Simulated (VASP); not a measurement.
A run of VASP 6.6.1 is set up as follows.

File INCAR:

```
ALGO = Normal
EDIFF = 1E-7
ENCUT = 520
GGA = PE
ISIF = 2
ISMEAR = 0
IVDW = 12
LASPH = True
LCHARG = True
LELF = True
LREAL = False
LVHAR = True
LWAVE = False
NBANDS = 20
NELM = 60
PREC = Accurate
SIGMA = 0.1
```

Contents of KPOINTS:

```
k-points
0
Gamma
  16 12 8
```

The input POSCAR:

```
S3O
1.0
    2.9182251908      0.0000000000      0.0000000000
    0.0000000000      4.0820693438      0.0000000000
    0.0000000000      0.0000000000      5.6863092378
S O
3 1
Direct
    0.0000000000      0.5000000000      0.0000000000
    0.5000000000      0.2252996477      0.5000000000
    0.5000000000      0.7747003523      0.5000000000
    0.0000000000      0.0000000000      0.0000000000
```

Potentials or basis: VASP PAW PBE potentials, release 64 (S, O).

Run with:

```sh
$ cat potpaw_PBE.64/S/POTCAR potpaw_PBE.64/O/POTCAR > POTCAR
$ mpirun -np 1 vasp_std > vasp.out
```

**Question.** What does it give for the band gap on the k mesh?

**Answer.** Zero (bands 12 and 13 overlap by 2.47 eV).

**Question.** Predict the dispersion energy per atom.

**Answer.** -0.250 eV.

Forces on the atoms (eV/Å):
```
S    0.000  0.000  0.000
S    0.000 -0.339  0.000
S    0.000  0.339  0.000
O    0.000  0.000  0.000
```
